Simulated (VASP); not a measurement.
# GaAs2 (P4/mmm) in VASP: single point with PBE

Aim: the single point of GaAs2 with PBE.

Program: VASP 6.6.1. These are calculated values, not measurements. Logs are shortened: lines on timing, memory, paths and dates and some standing lists are left out, and cuts for length are marked.

**1. The cell of the first run**

It takes space group P4/mmm (No. 123, tetragonal). Conventional cell: a = 3.554 Å, b = 3.554 Å, c = 5.923 Å, α = 90.00°, β = 90.00°, γ = 90.00°. Ga (site symmetry 4/mmm) has 8 As at 2.80 Å and 4 Ga at 3.55 Å within 3.7 Å. Within 3.2 Å of As (site symmetry 4mm) lie 1 As at 2.45 Å and 4 Ga at 2.80 Å.

The cell was generated, and may not be a known phase.

**2. Single point, PBE**

Contents of INCAR:

```
  ALGO = Normal
  EDIFF = 1E-6
  ENCUT = 500
  GGA = PE
  GGA_COMPAT = F
  ISIF = 2
  ISMEAR = 0
  LASPH = T
  LCHARG = F
  LREAL = F
  LWAVE = F
  NBANDS = 18
  NELM = 120
  PREC = Accurate
  SIGMA = 0.2
```

Contents of KPOINTS:

```
k-points
0
Gamma
  5 5 4
```

Contents of POSCAR:

```
GaAs2
1.0
    3.5539519900      0.0000000000      0.0000000000
    0.0000000000      3.5539519900      0.0000000000
    0.0000000000      0.0000000000      5.9234342862
Ga As
1 2
Direct
    0.5000000000      0.5000000000      0.0000000000
    0.0000000000      0.0000000000      0.7933280212
    0.0000000000      0.0000000000      0.2066719788
```

Potentials or basis: VASP PAW PBE potentials, release 64 (Ga_d, As).

Started as:

```sh
> cat potpaw_PBE.64/Ga_d/POTCAR potpaw_PBE.64/As/POTCAR > POTCAR
> mpirun -np 1 vasp_std > vasp.out
```

OUTCAR:

```text
EDIFF = 1E-6
   ENCUT = 500
   GGA = PE
   ISIF = 2
   ISMEAR = 0
   LASPH = T
   LREAL = F
   NELM = 120
   PREC = Accurate

 ion  position               nearest neighbor table
   1  0.500  0.500  0.000-   2 2.80   3 2.80   2 2.80   3 2.80   2 2.80   3 2.80   2 2.80   3 2.80

   2  0.000  0.000  0.793-   3 2.45   1 2.80   1 2.80   1 2.80   1 2.80
   3  0.000  0.000  0.207-   2 2.45   1 2.80   1 2.80   1 2.80   1 2.80

  LATTYP: Found a simple tetragonal cell.
 ALAT       =     3.5539519900
 C/A-ratio  =     1.6667175873

  Lattice vectors:

 A1 = (   3.5539519900,   0.0000000000,   0.0000000000)
 A2 = (   0.0000000000,   3.5539519900,   0.0000000000)
 A3 = (   0.0000000000,   0.0000000000,   5.9234342862)

Analysis of symmetry for initial positions (statically):
=====================================================================
 Subroutine PRICEL returns:
 Original cell was already a primitive cell.

 Routine SETGRP: Setting up the symmetry group for a
 simple tetragonal supercell.

 Subroutine GETGRP returns: Found 16 space group operations
 (whereof 16 operations were pure point group operations)
 out of a pool of 16 trial point group operations.

The static configuration has the point symmetry D_4h.

Analysis of symmetry for dynamics (positions and initial velocities):
=====================================================================
 Subroutine PRICEL returns:
 Original cell was already a primitive cell.

 Routine SETGRP: Setting up the symmetry group for a
 simple tetragonal supercell.

 Subroutine GETGRP returns: Found 16 space group operations
 (whereof 16 operations were pure point group operations)
 out of a pool of 16 trial point group operations.

The dynamic configuration has the point symmetry D_4h.

 Subroutine INISYM returns: Found 16 space group operations
 (whereof 16 operations are pure point group operations),
 and found     1 'primitive' translations

----------------------------------------------------------------------------------------

                                     Primitive cell

  volume of cell :      74.8164

  direct lattice vectors                    reciprocal lattice vectors
     3.553951990  0.000000000  0.000000000     0.281376902  0.000000000  0.000000000
     0.000000000  3.553951990  0.000000000     0.000000000  0.281376902  0.000000000
     0.000000000  0.000000000  5.923434286     0.000000000  0.000000000  0.168820983

  length of vectors
     3.553951990  3.553951990  5.923434286     0.281376902  0.281376902  0.168820983

  position of ions in fractional coordinates (direct lattice)
     0.500000000  0.500000000  0.000000000
     0.000000000  0.000000000  0.793328021
     0.000000000  0.000000000  0.206671979

  ion indices of the primitive-cell ions
   primitive index   ion index
                 1           1
                 2           2
                 3           3

----------------------------------------------------------------------------------------

 KPOINTS: k-points

Automatic generation of k-mesh.
 Grid dimensions read from file:
 generate k-points for:    5    5    4

 Generating k-lattice:

  Cartesian coordinates                     Fractional coordinates (reciprocal lattice)
     0.056275380  0.000000000  0.000000000     0.200000000  0.000000000  0.000000000
     0.000000000  0.056275380  0.000000000     0.000000000  0.200000000  0.000000000
     0.000000000  0.000000000  0.042205246     0.000000000  0.000000000  0.250000000

  Length of vectors
     0.056275380  0.056275380  0.042205246

  Shift w.r.t. Gamma in fractional coordinates (k-lattice)
     0.000000000  0.000000000  0.000000000

 Subroutine IBZKPT returns following result:
 ===========================================

 Found     18 irreducible k-points:

 Following reciprocal coordinates:
            Coordinates               Weight
  0.000000  0.000000  0.000000      1.000000
  0.200000  0.000000  0.000000      4.000000
  0.400000  0.000000  0.000000      4.000000
  0.200000  0.200000  0.000000      4.000000
  0.400000  0.200000  0.000000      8.000000
  0.400000  0.400000  0.000000      4.000000
[... 10 lines left out ...]
  0.400000  0.200000  0.500000      8.000000
  0.400000  0.400000  0.500000      4.000000
   k-points           NKPTS =     18   k-points in BZ     NKDIM =     18   number of bands    NBANDS=     18
   number of dos      NEDOS =    301   number of ions     NIONS =      3
   total plane-waves  NPLWV =  37632
   dimension x,y,z NGX =    28 NGY =   28 NGZ =   48
   dimension x,y,z NGXF=    56 NGYF=   56 NGZF=   96
   ions per type =               1   2
   NGX,Y,Z   is equivalent  to a cutoff of  13.10, 13.10, 13.47 a.u.
   NGXF,Y,Z  is equivalent  to a cutoff of  26.20, 26.20, 26.94 a.u.
 SYSTEM =  unknown system
   PREC   = accura    normal or accurate (medium, high low for compatibility)
   ISTART =      0    job   : 0-new  1-cont  2-samecut
   ICHARG =      2    charge: 1-file 2-atom 10-const
   ISPIN  =      1    spin polarized calculation?
   LNONCOLLINEAR =      F non collinear calculations
   LSORBIT =      F    spin-orbit coupling
   LASPH  =      T    aspherical Exc in radial PAW
   ENCUT  =  500.0 eV  36.75 Ry    6.06 a.u.   6.48  6.48 10.80*2*pi/ulx,y,z
   NELM   =    120;   NELMIN=  2; NELMDL= -5     # of ELM steps
   EDIFF  = 0.1E-05   stopping-criterion for ELM
   LREAL  =      F    real-space projection
[... 7 lines left out ...]
   TEBEG  =    0.0;   TEEND  =   0.0 temperature during run
   PSTRESS=    0.0 pullay stress
   NELECT =      23.0000    total number of electrons
   NUPDOWN=      -1.0000    fix difference up-down
   EMIN   =  10.00;   EMAX   =-10.00  energy-range for DOS
   EFERMI =   0.00;   METHOD = LEGACY
   ISMEAR =     0;   SIGMA  =   0.20  broadening in eV -4-tet -1-fermi 0-gaus
   EFERMI_NEDOS =   21; number of points for ismear=-14 and -15
   IALGO  =     38    algorithm
   IMIX   =      4    mixing-type and parameters
     AMIX     =   0.40;   BMIX     =  1.00
     AMIX_MAG =   1.60;   BMIX_MAG =  1.00
  volume/ion in A,a.u.               =      24.94       168.30
  Fermi-wavevector in a.u.,A,eV,Ry     =   1.104889  2.087937 16.609708  1.220779
  Thomas-Fermi vector in A             =   2.241368
   LORBIT       =      0    0 simple, 1 ext, 2 COOP (PROOUT), +10 PAW based schemes
   GGA     = PE    functional components
   LHFCALC =     F    Hartree Fock is set to
   AEXX    =    0.0000 exact exchange contribution
   IVDW    =     0    specifies the selected vdW correction
   LEPSILON=     F    determine dielectric tensor
   LRPA    =     F    only Hartree local field effects (RPA)
 non-spin polarized calculation
 Gauss-broadening in eV      SIGMA  =   0.20
  energy-cutoff  :      500.00
  volume of cell :       74.82
 maximum number of plane-waves:      1926
 NGX is ok and might be reduce to    28
   NGX = 13   NGY = 13   NGZ = 21

 number of electron      23.0000013 magnetization

 Free energy of the ion-electron system (eV)
  ---------------------------------------------------
  ext. energy  EPLUGINS =         0.00000000
  ---------------------------------------------------
  free energy    TOTEN  =       -11.46588807 eV

  energy without entropy =      -11.41838969  energy(sigma->0) =      -11.44213888

 E-fermi :   3.6115     XC(G=0):  -9.1361

 val. band max:        3.5937786747   @ k =   0.4000   0.2000   0.0000
 cond. band min:       3.6619802252   @ k =   0.2000   0.2000   0.2500
 fundamental gap:      0.0682015505
 Fermi energy:         3.6115411263

 k-point     1 :       0.0000    0.0000    0.0000
  band No.  band energies     occupation
      1     -11.5299      2.00000
      2     -11.5073      2.00000
      3     -11.4653      2.00000
      4     -11.4460      2.00000
      5     -11.4460      2.00000
      6     -10.1678      2.00000
[... 10 lines left out ...]
     17      10.8096      0.00000
     18      11.0685      0.00000

 k-point     2 :       0.2000    0.0000    0.0000
  band No.  band energies     occupation
      1     -11.5037      2.00000
      2     -11.4791      2.00000
      3     -11.4788      2.00000
      4     -11.4663      2.00000
      5     -11.4435      2.00000
      6      -9.8657      2.00000
[... 10 lines left out ...]
     17       9.9453      0.00000
     18       9.9568      0.00000

 k-point     3 :       0.4000    0.0000    0.0000
  band No.  band energies     occupation
      1     -11.5003      2.00000
      2     -11.4977      2.00000
      3     -11.4875      2.00000
      4     -11.4395      2.00000
      5     -11.4229      2.00000
      6      -9.1681      2.00000
[... 10 lines left out ...]
     17       9.1241      0.00000
     18      10.8275      0.00000

 k-point     4 :       0.2000    0.2000    0.0000
  band No.  band energies     occupation
      1     -11.5264      2.00000
      2     -11.4760      2.00000
      3     -11.4665      2.00000
      4     -11.4558      2.00000
      5     -11.4553      2.00000
      6      -9.5288      2.00000
[... 249 lines left out ...]
      4     -11.4559      2.00000
      5     -11.4552      2.00000
      6      -9.4069      2.00000
[... 10 lines left out ...]
     17      10.4919      0.00000
     18      11.9069      0.00000

 k-point    17 :       0.4000    0.2000    0.5000
  band No.  band energies     occupation
      1     -11.5673      2.00000
      2     -11.4901      2.00000
      3     -11.4603      2.00000
      4     -11.4528      2.00000
      5     -11.4200      2.00000
      6      -8.6697      2.00000
[... 10 lines left out ...]
     17       9.5015      0.00000
     18      10.6214      0.00000

 k-point    18 :       0.4000    0.4000    0.5000
  band No.  band energies     occupation
      1     -11.6548      2.00000
      2     -11.4767      2.00000
      3     -11.4726      2.00000
      4     -11.4188      2.00000
      5     -11.4173      2.00000
      6      -7.9315      2.00000
[... 10 lines left out ...]
     17       9.7192      0.00000
     18      11.5758      0.00000

------------------------ aborting loop because EDIFF is reached ----------------------------------------

  FORCE on cell =-STRESS in cart. coord.  units (eV):
  Direction    XX          YY          ZZ          XY          YZ          ZX
  --------------------------------------------------------------------------------------
  -------------------------------------------------------------------------------------
  Total        0.0390733      0.0390733      0.3957875      0.0000000      0.0000000      0.0000000
  in kB        0.8367462      0.8367462      8.4757085      0.0000000      0.0000000      0.0000000
  external PRESSURE =       3.3830670 kB  Pullay stress =       0.0000000 kB

 VOLUME and BASIS-vectors are now :
 -----------------------------------------------------------------------------
  energy-cutoff  :      500.00
  volume of cell :       74.82
      direct lattice vectors                 reciprocal lattice vectors
     3.553951990  0.000000000  0.000000000     0.281376902  0.000000000  0.000000000
     0.000000000  3.553951990  0.000000000     0.000000000  0.281376902  0.000000000
     0.000000000  0.000000000  5.923434286     0.000000000  0.000000000  0.168820983

 POSITION                                       TOTAL-FORCE (eV/Angst)
 -----------------------------------------------------------------------------------
      1.77698      1.77698      0.00000        -0.000000      0.000000      0.000000
      0.00000      0.00000      4.69923         0.000000     -0.000000     -0.072635
      0.00000      0.00000      1.22421        -0.000000     -0.000000      0.072635
 -----------------------------------------------------------------------------------
    total drift:                                0.000000      0.000000     -0.000000

  FREE ENERGIE OF THE ION-ELECTRON SYSTEM (eV)
  ---------------------------------------------------
  free  energy   TOTEN  =       -11.4658880679 eV

  energy  without entropy=      -11.4183896880  energy(sigma->0) =      -11.44213888
```

Wall time 24 s (1 thread of Intel Xeon 8259CL, shared host); peak memory 0.19 GiB.

What came out:

```yaml
Free_energy: -11.4659 eV
Pressure: 0.3 GPa
Largest_force: 0.073 eV/Å
Band_gap_on_the_k_mesh: zero (an odd number of electrons rules out a gap without spin polarisation)
```

Forces in eV/Å, atoms in the order of the input:
```
Ga   0.000  0.000  0.000
As   0.000  0.000 -0.073
As   0.000  0.000  0.073
```

Stress tensor (GPa, compression positive):
```
0.08 0.00 0.00
0.00 0.08 0.00
0.00 0.00 0.85
```

Caveat: this functional lacks dispersion, which binds layers or chains, so the pressure and a relaxed spacing across them are unreliable; an odd number of electrons without spin polarisation forces a metal; a magnetic or distorted state may lie lower.

The gap in the log of VASP goes by the Fermi energy; the results here count the filled bands.